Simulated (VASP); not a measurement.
The system is ZnSe (Stilleite).

```
CELL_PARAMETERS angstrom
0.00000 2.83380 2.83380
2.83380 0.00000 2.83380
2.83380 2.83380 0.00000
ATOMIC_POSITIONS crystal
Zn 0.00000 0.00000 0.00000
Se 0.25000 0.25000 0.25000
```

Program: VASP 6.6.1. Alike in all runs: task single point; no spin polarisation; cell as given; k mesh 6 × 6 × 6; cutoff (eV) 520; smearing gaussian 0.01 eV.

Q: Order these runs on this cell by their pressure, lowest first.
A. level PBEsol; potentials or basis VASP PAW PBE potentials, release 64 (Zn, Se)
B. level LDA; potentials or basis VASP PAW LDA potentials, release 64 (Zn, Se)
C. level RPBE; potentials or basis VASP PAW PBE potentials, release 64 (Zn, Se)

A: B (-3.1 GPa), A (-0.9 GPa), C (4.6 GPa).

Caveats: the PAW data sets were made with another functional, which shifts forces and pressure a little (some runs).
